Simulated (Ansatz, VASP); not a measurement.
**BP in VASP and in Ansatz**

File INCAR:

```
SYSTEM = BP
PREC = Accurate
ENCUT = 520
EDIFF = 1E-6
ISMEAR = -1
SIGMA = 0.05
LREAL = .False.
LASPH = .True.
NELM = 80
ALGO = Normal
ISIF = 2
LWAVE = .False.
LCHARG = .False.
GGA = PE
NBANDS = 11
```

KPOINTS

```
Automatic mesh
0
Gamma
  15 15 15
  0 0 0
```

Contents of POSCAR:

```
BP
1.0
    0.0000000000      2.2690000000      2.3370700000
    2.2690000000      0.0000000000      2.3370700000
    2.2690000000      2.2690000000      0.0000000000
B P
1 1
Direct
    0.0000000000      0.0000000000      0.0000000000
    0.7500000000      0.7500000000      0.7500000000
```

Input for Ansatz:

```yaml
crystal:
  lattice:
    - [0.0, 2.269, 2.33707]
    - [2.269, 0.0, 2.33707]
    - [2.269, 2.269, 0.0]
  atoms:
    - { symbol: B, position: [0.0, 0.0, 0.0] }
    - { symbol: P, position: [0.75, 0.75, 0.75] }
kpoints:
  mp_grid: { grid: [15, 15, 15] }
  band_path:
    path:
      - [0.0, 0.0, 0.0]
      - [0.5, 0.0, 0.5]
      - [0.75, 0.25, 0.5]
      - [0.5, 0.5, 0.5]
      - [0.0, 0.0, 0.0]
      - [0.5, 0.5, 0.0]
      - [0.6321755114, 0.6321755114, 0.2643510227]
      - [0.3678244886, 0.3678244886, 0.7356489773]
      - [0.0, 0.0, 0.0]
    npoints: 5
scf:
  occupations: { method: fermi_dirac, width: 0.05 }
hamiltonian:
  xc: pbe
  pseudopotentials: { kind: all_electron, lapw: { basis_error: 0.001 } }
output:
  forces: true
  stress: true
  eigenvalues: true
```

Change from the starting cell: zz strain of +3 %.

Alike in both runs: task single point; functional PBE; k mesh 15 × 15 × 15; occupations fermi-dirac, width 0.05 eV; no spin polarisation.

|  | VASP | Ansatz |
| --- | --- | --- |
| version | VASP 6.6.1 | Ansatz 0.2.0 |
| potentials or method | VASP PAW PBE potentials, release 64 (B, P), cutoff 520 eV | all-electron LAPW, scalar-relativistic |

```csv
,VASP,Ansatz,Ansatz less VASP
pressure (GPa),-3.7,-3.6,+0.18
"traceless stress, the component that is largest in VASP (GPa)",-5.35,-5.35,+0.004
```

Ansatz ran all-electron here, and VASP with PAW potentials.
